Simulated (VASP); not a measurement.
# RbBr in VASP: a series of runs

Aim: see how the results for RbBr move with the level of theory and the settings. Levels: PBE, r2SCAN. Tasks: single point.

All numbers are computed with VASP 6.6.1; they aren't measurements. Logs are shortened: lines on timing, memory, paths and dates and some standing lists are left out, and cuts for length are marked.

## 1. The cell of the first run

The structure is orthorhombic, space group Immm (No. 71). The conventional cell has a = 4.821 Å, b = 4.968 Å, c = 6.922 Å, α = 90.00°, β = 90.00°, γ = 90.00°. Rb (site symmetry mmm) has 6 Br at 3.46 Å within 4.5 Å. Br (site symmetry mmm) has 6 Rb at 3.46 Å within 4.5 Å.

## 2. Single point, PBE (shear xy strain +3.0%)

The input, INCAR:

```
  ALGO = Normal
  EDIFF = 1E-6
  ENCUT = 520
  GGA = PE
  ISIF = 2
  ISMEAR = 0
  LASPH = T
  LCHARG = T
  LELF = T
  LREAL = F
  LVHAR = T
  LWAVE = F
  NBANDS = 15
  NELM = 80
  PREC = Accurate
  SIGMA = 0.01
```

The input, KPOINTS:

```
k-points
0
Gamma
  4 4 4
```

The input, POSCAR:

```
RbBr
1.0
    0.0519123884      3.4608258933      3.4608258933
    3.4608258933      0.0519123884      3.4608258933
    3.5127382817      3.5127382817      0.0000000000
Rb Br
1 1
Direct
    0.0000000000      0.0000000000      0.0000000000
    0.5000000000      0.5000000000      0.5000000000
```

Potentials or basis: VASP PAW PBE potentials, release 64 (Rb_sv, Br).

On the command line:

```
cat potpaw_PBE.64/Rb_sv/POTCAR potpaw_PBE.64/Br/POTCAR > POTCAR
mpirun -np 1 vasp_std > vasp.out
```

OUTCAR:

```text
EDIFF = 1E-6
   ENCUT = 520
   GGA = PE
   ISIF = 2
   ISMEAR = 0
   LASPH = T
   LREAL = F
   NELM = 80
   PREC = Accurate

 ion  position               nearest neighbor table
   1  0.000  0.000  0.000-   2 3.46   2 3.46   2 3.46   2 3.46   2 3.46   2 3.46
   2  0.500  0.500  0.500-   1 3.46   1 3.46   1 3.46   1 3.46   1 3.46   1 3.46

  LATTYP: Found a body centered orthorhombic cell.
 ALAT       =     4.8209317116
 B/A-ratio  =     1.0304568528
 C/A-ratio  =     1.4357498095

  Lattice vectors:

 A1 = (   3.4608258933,   0.0519123884,  -3.4608258933)
 A2 = (  -3.4608258933,  -0.0519123884,  -3.4608258933)
 A3 = (   0.0519123884,   3.4608258933,   3.4608258933)

Analysis of symmetry for initial positions (statically):
=====================================================================
 Subroutine PRICEL returns:
 Original cell was already a primitive cell.

 Routine SETGRP: Setting up the symmetry group for a
 body centered orthorhombic supercell.

 Subroutine GETGRP returns: Found  8 space group operations
 (whereof  8 operations were pure point group operations)
 out of a pool of  8 trial point group operations.

The static configuration has the point symmetry D_2h.

Analysis of symmetry for dynamics (positions and initial velocities):
=====================================================================
 Subroutine PRICEL returns:
 Original cell was already a primitive cell.

 Routine SETGRP: Setting up the symmetry group for a
 body centered orthorhombic supercell.

 Subroutine GETGRP returns: Found  8 space group operations
 (whereof  8 operations were pure point group operations)
 out of a pool of  8 trial point group operations.

The dynamic configuration has the point symmetry D_2h.

 Subroutine INISYM returns: Found  8 space group operations
 (whereof  8 operations are pure point group operations),
 and found     1 'primitive' translations

----------------------------------------------------------------------------------------

                                     Primitive cell

  volume of cell :      82.8842

  direct lattice vectors                    reciprocal lattice vectors
     0.051912388  3.460825893  3.460825893    -0.146674299  0.146674299  0.144474185
     3.460825893  0.051912388  3.460825893     0.146674299 -0.146674299  0.144474185
     3.512738282  3.512738282  0.000000000     0.142339098  0.142339098 -0.144474185

  length of vectors
     4.894622215  4.894622215  4.967762119     0.252783485  0.252783485  0.247777376

  position of ions in fractional coordinates (direct lattice)
     0.000000000  0.000000000  0.000000000
     0.500000000  0.500000000  0.500000000

  ion indices of the primitive-cell ions
   primitive index   ion index
                 1           1
                 2           2

----------------------------------------------------------------------------------------

 KPOINTS: k-points

Automatic generation of k-mesh.
 Grid dimensions read from file:
 generate k-points for:    4    4    4

 Generating k-lattice:

  Cartesian coordinates                     Fractional coordinates (reciprocal lattice)
    -0.036668575  0.036668575  0.036118546     0.250000000  0.000000000  0.000000000
     0.036668575 -0.036668575  0.036118546     0.000000000  0.250000000  0.000000000
     0.035584775  0.035584775 -0.036118546     0.000000000  0.000000000  0.250000000

  Length of vectors
     0.063195871  0.063195871  0.061944344

  Shift w.r.t. Gamma in fractional coordinates (k-lattice)
     0.000000000  0.000000000  0.000000000

 Subroutine IBZKPT returns following result:
 ===========================================

 Found     18 irreducible k-points:

 Following reciprocal coordinates:
            Coordinates               Weight
  0.000000  0.000000  0.000000      1.000000
  0.250000  0.000000  0.000000      4.000000
  0.500000  0.000000  0.000000      2.000000
  0.250000  0.250000  0.000000      2.000000
  0.500000  0.250000  0.000000      4.000000
 -0.250000  0.250000  0.000000      2.000000
[... 10 lines left out ...]
  0.250000  0.250000  0.500000      2.000000
 -0.250000  0.250000  0.500000      2.000000
   k-points           NKPTS =     18   k-points in BZ     NKDIM =     18   number of bands    NBANDS=     15
   number of dos      NEDOS =    301   number of ions     NIONS =      2
   total plane-waves  NPLWV =  51840
   dimension x,y,z NGX =    36 NGY =   36 NGZ =   40
   dimension x,y,z NGXF=    72 NGYF=   72 NGZF=   80
   ions per type =               1   1
   NGX,Y,Z   is equivalent  to a cutoff of  12.23, 12.23, 13.39 a.u.
   NGXF,Y,Z  is equivalent  to a cutoff of  24.45, 24.45, 26.77 a.u.
 SYSTEM =  unknown system
   PREC   = accura    normal or accurate (medium, high low for compatibility)
   ISTART =      0    job   : 0-new  1-cont  2-samecut
   ICHARG =      2    charge: 1-file 2-atom 10-const
   ISPIN  =      1    spin polarized calculation?
   LNONCOLLINEAR =      F non collinear calculations
   LSORBIT =      F    spin-orbit coupling
   LASPH  =      T    aspherical Exc in radial PAW
   ENCUT  =  520.0 eV  38.22 Ry    6.18 a.u.   9.10  9.10  9.24*2*pi/ulx,y,z
   NELM   =     80;   NELMIN=  2; NELMDL= -5     # of ELM steps
   EDIFF  = 0.1E-05   stopping-criterion for ELM
   LREAL  =      F    real-space projection
   EDIFFG = 0.1E-04   stopping-criterion for IOM
   NSW    =      0    number of steps for IOM
   IBRION =     -1    ionic relax: 0-MD 1-quasi-New 2-CG
   NFREE  =      0    steps in history (QN), initial steepest desc. (CG)
   ISIF   =      2    stress and relaxation
   ISYM   =      2    0-nonsym 1-usesym 2-fastsym
   POTIM  = 0.5000    time-step for ionic-motion
   TEBEG  =    0.0;   TEEND  =   0.0 temperature during run
   PSTRESS=    0.0 pullay stress
   NELECT =      16.0000    total number of electrons
   NUPDOWN=      -1.0000    fix difference up-down
   EMIN   =  10.00;   EMAX   =-10.00  energy-range for DOS
   EFERMI =   0.00;   METHOD = LEGACY
   ISMEAR =     0;   SIGMA  =   0.01  broadening in eV -4-tet -1-fermi 0-gaus
   EFERMI_NEDOS =   21; number of points for ismear=-14 and -15
   IALGO  =     38    algorithm
   IMIX   =      4    mixing-type and parameters
     AMIX     =   0.40;   BMIX     =  1.00
     AMIX_MAG =   1.60;   BMIX_MAG =  1.00
  volume/ion in A,a.u.               =      41.44       279.66
  Fermi-wavevector in a.u.,A,eV,Ry     =   0.946145  1.787955 12.179802  0.895190
  Thomas-Fermi vector in A             =   2.074114
   LORBIT       =      0    0 simple, 1 ext, 2 COOP (PROOUT), +10 PAW based schemes
   GGA     = PE    functional components
   LHFCALC =     F    Hartree Fock is set to
   AEXX    =    0.0000 exact exchange contribution
   IVDW    =     0    specifies the selected vdW correction
   LEPSILON=     F    determine dielectric tensor
   LRPA    =     F    only Hartree local field effects (RPA)
 non-spin polarized calculation
 Gauss-broadening in eV      SIGMA  =   0.01
  energy-cutoff  :      520.00
  volume of cell :       82.88
 maximum number of plane-waves:      2246
   NGX = 19   NGY = 19   NGZ = 19

 number of electron      16.0000000 magnetization

 Free energy of the ion-electron system (eV)
  ---------------------------------------------------
  ext. energy  EPLUGINS =         0.00000000
  ---------------------------------------------------
  free energy    TOTEN  =        -6.10811423 eV

  energy without entropy =       -6.10811423  energy(sigma->0) =       -6.10811423

 E-fermi :  -1.7256     XC(G=0):  -7.1187

 val. band max:       -1.8341673347   @ k =   0.0000   0.0000   0.0000
 cond. band min:       2.4271912400   @ k =   0.0000   0.0000   0.0000
 fundamental gap:      4.2613585747
 Fermi energy:        -1.7255520556

 k-point     1 :       0.0000    0.0000    0.0000
  band No.  band energies     occupation
      1     -26.3389      2.00000
      2     -14.0112      2.00000
      3     -10.4131      2.00000
      4     -10.4131      2.00000
      5     -10.4128      2.00000
      6      -1.8811      2.00000
      7      -1.8596      2.00000
      8      -1.8342      2.00000
      9       2.4272      0.00000
     10       5.2980      0.00000
     11       5.4108      0.00000
     12       5.5257      0.00000
     13       6.2792      0.00000
     14       6.2838      0.00000
     15       9.0645      0.00000

 k-point     2 :       0.2500    0.0000    0.0000
  band No.  band energies     occupation
      1     -26.3347      2.00000
      2     -14.0271      2.00000
      3     -10.4193      2.00000
      4     -10.4158      2.00000
      5     -10.3971      2.00000
      6      -2.3829      2.00000
      7      -2.0609      2.00000
      8      -2.0279      2.00000
      9       3.6784      0.00000
     10       5.2930      0.00000
     11       6.0135      0.00000
     12       6.1698      0.00000
     13       7.1011      0.00000
     14       7.1230      0.00000
     15      10.4203      0.00000

 k-point     3 :       0.5000    0.0000    0.0000
  band No.  band energies     occupation
      1     -26.3304      2.00000
      2     -14.0428      2.00000
      3     -10.4254      2.00000
      4     -10.4186      2.00000
      5     -10.3814      2.00000
      6      -2.7954      2.00000
      7      -2.2264      2.00000
      8      -2.1903      2.00000
      9       4.8841      0.00000
     10       5.7930      0.00000
     11       7.4891      0.00000
     12       7.6583      0.00000
     13       8.1014      0.00000
     14       8.2523      0.00000
     15       8.8623      0.00000

 k-point     4 :       0.2500    0.2500    0.0000
  band No.  band energies     occupation
      1     -26.3337      2.00000
      2     -14.0114      2.00000
      3     -10.4461      2.00000
      4     -10.4434      2.00000
      5     -10.4131      2.00000
      6      -2.4330      2.00000
      7      -1.9817      2.00000
      8      -1.9266      2.00000
      9       3.7549      0.00000
     10       4.4030      0.00000
     11       6.7207      0.00000
     12       6.7353      0.00000
     13       6.9424      0.00000
     14       7.6206      0.00000
     15       9.9142      0.00000
[... 199 lines left out ...]
 k-point    16 :       0.5000    0.0000    0.5000
  band No.  band energies     occupation
      1     -26.3285      2.00000
      2     -13.9608      2.00000
      3     -10.5768      2.00000
      4     -10.4770      2.00000
      5     -10.4762      2.00000
      6      -2.3264      2.00000
      7      -2.0171      2.00000
      8      -2.0161      2.00000
      9       3.7779      0.00000
     10       5.1547      0.00000
     11       7.1936      0.00000
     12       7.2768      0.00000
     13       7.4470      0.00000
     14       8.8512      0.00000
     15       8.8726      0.00000

 k-point    17 :       0.2500    0.2500    0.5000
  band No.  band energies     occupation
      1     -26.3314      2.00000
      2     -14.0269      2.00000
      3     -10.4864      2.00000
      4     -10.4222      2.00000
      5     -10.3766      2.00000
      6      -2.5929      2.00000
      7      -2.1336      2.00000
      8      -2.1085      2.00000
      9       4.7253      0.00000
     10       5.3099      0.00000
     11       6.7642      0.00000
     12       6.7976      0.00000
     13       7.3792      0.00000
     14       8.7100      0.00000
     15       8.8476      0.00000

 k-point    18 :      -0.2500    0.2500    0.5000
  band No.  band energies     occupation
      1     -26.3284      2.00000
      2     -13.9853      2.00000
      3     -10.5383      2.00000
      4     -10.5145      2.00000
      5     -10.3977      2.00000
      6      -2.3231      2.00000
      7      -2.2133      2.00000
      8      -2.1888      2.00000
      9       5.1901      0.00000
     10       5.1922      0.00000
     11       6.2735      0.00000
     12       6.6237      0.00000
     13       8.8811      0.00000
     14       8.9437      0.00000
     15       8.9917      0.00000

------------------------ aborting loop because EDIFF is reached ----------------------------------------

  FORCE on cell =-STRESS in cart. coord.  units (eV):
  Direction    XX          YY          ZZ          XY          YZ          ZX
  --------------------------------------------------------------------------------------
  -------------------------------------------------------------------------------------
  Total        0.2923964      0.2923964      0.2905817     -0.0608808      0.0000000      0.0000000
  in kB        5.6521168      5.6521168      5.6170382     -1.1768456      0.0000000      0.0000000
  external PRESSURE =       5.6404239 kB  Pullay stress =       0.0000000 kB

 VOLUME and BASIS-vectors are now :
 -----------------------------------------------------------------------------
  energy-cutoff  :      520.00
  volume of cell :       82.88
      direct lattice vectors                 reciprocal lattice vectors
     0.051912388  3.460825893  3.460825893    -0.146674299  0.146674299  0.144474185
     3.460825893  0.051912388  3.460825893     0.146674299 -0.146674299  0.144474185
     3.512738282  3.512738282  0.000000000     0.142339098  0.142339098 -0.144474185

 POSITION                                       TOTAL-FORCE (eV/Angst)
 -----------------------------------------------------------------------------------
      0.00000      0.00000      0.00000        -0.000000     -0.000000     -0.000000
      3.51274      3.51274      3.46083         0.000000      0.000000      0.000000
 -----------------------------------------------------------------------------------
    total drift:                                0.000000      0.000000      0.000000

  FREE ENERGIE OF THE ION-ELECTRON SYSTEM (eV)
  ---------------------------------------------------
  free  energy   TOTEN  =        -6.1081142323 eV

  energy  without entropy=       -6.1081142323  energy(sigma->0) =       -6.10811423
```

It took 40 s on 1 thread of Intel Xeon 8259CL, shared host; peak memory 0.22 GiB.

What came out:

```
Free energy            : -6.1081 eV
Pressure               : 0.6 GPa
Band gap on the k mesh : 4.26 eV
```

Levels at points of the mesh, in eV from the valence-band top:
```tsv
k point	band 6	band 7	band 8	band 9	band 10	band 11
(0.00, 0.00, 0.00)	-0.05	-0.03	0.00	4.26	7.13	7.25
(0.50, 0.00, 0.00)	-0.96	-0.39	-0.36	6.72	7.63	9.32
(0.50, 0.50, 0.00)	-0.49	-0.21	-0.15	5.61	7.00	9.03
(0.00, 0.00, 0.50)	-0.97	-0.35	-0.31	6.71	7.54	9.26
(0.50, 0.00, 0.50)	-0.49	-0.18	-0.18	5.61	6.99	9.03
```

Caveat: the cell differs from its parent crystal (shear xy strain +3.0%).

## 3. Single point, r2SCAN (strain -3.0%)

The input, POSCAR:

```
RbBr
1.0
    0.0000000000      3.3570011165      3.3570011165
    3.3570011165      0.0000000000      3.3570011165
    3.3570011165      3.3570011165      0.0000000000
Rb Br
1 1
Direct
    0.0000000000      0.0000000000      0.0000000000
    0.5000000000      0.5000000000      0.5000000000
```

The input, INCAR.step1:

```
PREC = Accurate ; ENCUT = 520
ISMEAR = 0 ; SIGMA = 0.01
LREAL = F ; LASPH = T
NELM = 80 ; NBANDS = 15
GGA = PE ; ALGO = Normal
EDIFF = 1E-4 ; LWAVE = T
LCHARG = F
```

The input, INCAR.step2:

```
PREC = Accurate ; ENCUT = 520
EDIFF = 1E-7 ; ISMEAR = 0
SIGMA = 0.01 ; LREAL = F
LASPH = T ; NELM = 80
ALGO = Normal ; ISIF = 2
LWAVE = F ; LCHARG = T
METAGGA = R2SCAN ; LMIXTAU = T
LELF = T ; LVHAR = T
NBANDS = 15 ; ISTART = 1
```

The input, KPOINTS:

```
Automatic mesh
0
Gamma
  6 6 6
```

Potentials or basis: VASP PAW PBE potentials, release 64 (Rb_sv, Br).

On the command line:

```
cat potpaw_PBE.64/Rb_sv/POTCAR potpaw_PBE.64/Br/POTCAR > POTCAR
cp INCAR.step1 INCAR
mpirun -np 1 vasp_std > vasp.out
cp INCAR.step2 INCAR
mpirun -np 1 vasp_std > vasp.out
```

Run time: 2.4 min. Hardware: 1 thread of Intel Xeon 8259CL, shared host; peak memory 0.23 GiB.

It converged, with:

```yaml
Free_energy: -31.1197 eV
Pressure: 1.7 GPa
Band_gap_on_the_k_mesh: 5.14 eV
```

Levels at points of the mesh, in eV from the valence-band top:
```tsv
k point	band 4	band 5	band 6	band 7	band 8	band 9	band 10	band 11	band 12	band 13
(0.00, 0.00, 0.00)	-8.56	-8.56	0.00	0.00	0.00	5.14	7.88	7.88	7.88	9.00
(0.50, 0.00, 0.00)	-8.57	-8.49	-1.08	-0.41	-0.41	7.45	8.49	10.41	10.41	11.05
(0.50, 0.50, 0.00)	-8.66	-8.66	-0.49	-0.16	-0.16	5.98	8.20	10.06	10.16	10.61
```

Caveat: the cell differs from its parent crystal (strain -3.0%); the PAW data sets were made with another functional, which shifts forces and pressure a little.

## 4. Single point, r2SCAN

The input, POSCAR:

```
RbBr
1.0
    0.0000000000      3.4608258933      3.4608258933
    3.4608258933      0.0000000000      3.4608258933
    3.4608258933      3.4608258933      0.0000000000
Rb Br
1 1
Direct
    0.0000000000      0.0000000000      0.0000000000
    0.5000000000      0.5000000000      0.5000000000
```

The input, INCAR.step1:

```
SYSTEM = RbBr
PREC = Accurate
ENCUT = 520
ISMEAR = 0
SIGMA = 0.01
LREAL = .FALSE.
LASPH = .TRUE.
NELM = 80
NBANDS = 15
GGA = PE
ALGO = Normal
EDIFF = 1E-4
LWAVE = .TRUE.
LCHARG = .FALSE.
```

The input, INCAR.step2:

```
SYSTEM = RbBr
PREC = Accurate
ENCUT = 520
EDIFF = 1E-6
ISMEAR = 0
SIGMA = 0.01
LREAL = .FALSE.
LASPH = .TRUE.
NELM = 80
ALGO = Normal
ISIF = 2
LWAVE = .FALSE.
LCHARG = .TRUE.
METAGGA = R2SCAN
LMIXTAU = .TRUE.
LELF = .TRUE.
LVHAR = .TRUE.
NBANDS = 15
ISTART = 1
```

The input, KPOINTS:

```
Automatic mesh
0
G
  6 6 6
  0 0 0
```

On the command line:

```
cat potpaw_PBE.64/Rb_sv/POTCAR potpaw_PBE.64/Br/POTCAR > POTCAR
cp INCAR.step1 INCAR
mpirun -np 1 vasp_std > vasp.out
cp INCAR.step2 INCAR
mpirun -np 1 vasp_std > vasp.out
```

It took 2.1 min on 1 thread of Intel Xeon 8259CL, shared host; peak memory 0.21 GiB.

The run converged. Its results:

| Quantity | Value |
| --- | --- |
| Free energy | -31.1557 eV |
| Pressure | 0.0 GPa |
| Band gap on the k mesh | 4.89 eV |

Levels at points of the mesh, in eV from the valence-band top:
```csv
k point,band 4,band 5,band 6,band 7,band 8,band 9,band 10,band 11,band 12,band 13
"(0.00, 0.00, 0.00)",-8.75,-8.75,0.00,0.00,0.00,4.89,7.87,7.87,7.87,8.92
"(0.50, 0.00, 0.00)",-8.75,-8.70,-0.92,-0.32,-0.32,7.22,8.17,10.14,10.14,10.76
"(0.50, 0.50, 0.00)",-8.81,-8.81,-0.47,-0.16,-0.16,6.09,7.84,9.57,10.00,10.23
```

Caveat: the PAW data sets were made with another functional, which shifts forces and pressure a little.

## 5. Overview

| level | cell | k mesh | gap on the mesh (eV) | pressure (GPa) |
| --- | --- | --- | --- | --- |
| PBE | a = 4.895, b = 4.895, c = 4.968 Å, angles 59.5, 59.5, 59.0°, 2 atoms | 4 × 4 × 4 | 4.26 | 0.6 |
| r2SCAN | a = 4.748 Å, angles 60.0°, 2 atoms | 6 × 6 × 6 | 5.14 | 1.7 |
| r2SCAN | a = 4.894 Å, angles 60.0°, 2 atoms | 6 × 6 × 6 | 4.89 | 0.0 |

Alike in all rows: task single point; potentials or basis VASP PAW PBE potentials, release 64 (Rb_sv, Br); no spin polarisation; cutoff (eV) 520; smearing gaussian 0.01 eV.

Caveats: the PAW data sets were made with another functional, which shifts forces and pressure a little (at least some runs).

Absolute energies hang on the potentials; compare differences alone.
